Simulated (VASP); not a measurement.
A run of VASP 6.6.1 is set up as follows.

Contents of INCAR:

```
SYSTEM = Co
PREC     = Accurate       ! precision mode
ENCUT    = 520            ! plane-wave cutoff, eV
EDIFF    = 1E-7           ! SCF threshold, eV
ISMEAR   = 0              ! smearing method
SIGMA    = 0.1            ! smearing width, eV
LREAL    = .False.        ! projectors in reciprocal space
LASPH    = .True.         ! aspherical terms in the spheres
NELM     = 150            ! most SCF steps
ALGO     = Normal         ! electronic algorithm
ISIF     = 2              ! what is computed and relaxed
LWAVE    = .False.        ! write WAVECAR
LCHARG   = .False.        ! write CHGCAR
ISPIN    = 2              ! spin polarisation
MAGMOM   = 1.83 1.83 1.83 1.83 ! initial moments
LORBIT   = 11             ! projections on sites
LMAXMIX  = 4              ! l up to which the mixer works
GGA      = PS             ! functional
NBANDS   = 30             ! bands
```

File KPOINTS:

```
Automatic mesh
0
Gamma
  24 24 8
  0 0 0
```

File POSCAR:

```
Co
1.0
    2.4061068491      0.0000000000      0.0000000000
   -1.2030534245      2.0837496555      0.0000000000
    0.0000000000      0.0000000000      8.0604189496
Co
4
Direct
    0.0000000000      0.0000000000      0.0000000000
    0.3333333333      0.6666666667      0.2500000000
    0.0000000000      0.0000000000      0.5000000000
    0.6666666667      0.3333333333      0.7500000000
```

Potentials or basis: VASP PAW PBE potentials, release 64 (Co).

The run is started by

```bash
$ cat potpaw_PBE.64/Co/POTCAR > POTCAR
$ mpirun -np 1 vasp_std > vasp.out
```

Estimate the site moments.

Co +1.56, +1.58 (each value once) μB.

What does it give for the net moment?

6.29 μB per cell.

Predict the pressure.

6.7 GPa.

Stress tensor (GPa, compression positive):
```
10.78  0.00  0.00
 0.00 10.78  0.00
 0.00  0.00 -1.37
```

Caveat: the cell differs from its parent crystal (biaxial strain in the a-b plane: -2.0 %); the cell stands under pressure; the PAW data sets were made with another functional, which shifts forces and pressure a little.
